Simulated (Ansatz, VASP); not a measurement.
Two plane-wave programs on SiC

```
Si C
1.0
     0.00000    2.18000    2.18000
     2.18000    0.00000    2.18000
     2.18000    2.18000    0.00000
Si C
1 1
Direct
  0.00000 0.00000 0.00000
  0.25000 0.25000 0.25000
```

Alike in both runs: task single point; functional r2SCAN; k mesh 8 × 8 × 8; no spin polarisation.

|  | VASP | Ansatz |
| --- | --- | --- |
| version | VASP 6.6.1 | Ansatz 0.2.0 |
| potentials or method | VASP PAW PBE potentials, release 64 (Si, C) | scalar-relativistic, plane waves, PAW |
| plane-wave cutoff (eV) | 660 | 500 |
| occupations | gaussian, width 0.01 eV | fixed |
| valence electrons in the cell | 8 | 8 |

```csv
,VASP,Ansatz,Ansatz less VASP
gap on the k mesh at the Fermi level (eV),1.73,1.71,-0.013
least direct gap on the mesh (eV),5.06,5.04,-0.014
```

VASP's potentials were made for PBE, not for r2SCAN.
